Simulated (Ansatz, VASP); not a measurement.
## One calculation of TiAl3, two programs

```xyz
4
Lattice="2.8770 0.0000 0.0000 0.0000 4.7429 0.0000 0.0000 0.0000 4.9652" Properties=species:S:1:pos:R:3 pbc="T T T"
Ti    0.0000    2.3714    0.8238
Al    0.0000    0.0000    4.1504
Al    1.4385    0.0000    1.6431
Al    1.4385    2.3714    3.3132
```

Alike in both runs: task single point; functional r2SCAN; k mesh 9 × 6 × 6; occupations fermi-dirac, width 0.05 eV; no spin polarisation.

|  | VASP | Ansatz |
| --- | --- | --- |
| version | VASP 6.6.1 | Ansatz 0.2.0 |
| potentials or method | VASP PAW PBE potentials, release 64 (Ti_sv, Al) | Ansatz PAW |
| plane-wave cutoff (eV) | 520 | 500 |
| valence electrons in the cell | 21 | 21 |

```csv
,VASP,Ansatz,Ansatz less VASP
gap on the k mesh at the Fermi level (eV),none,none,-
pressure (GPa),-5.8,-5.7,+0.09
"traceless stress, the component that is largest in VASP (GPa)",-2.25,-2.24,+0.008
rms of the force components (eV/Å),0.014,0.014,-0.0002
```

VASP's potentials were made for PBE, not for r2SCAN. Atom by atom the forces differ by 0.004 eV/Å (rms over components). A gap of «none» marks a metal or a gap that the smearing closes.
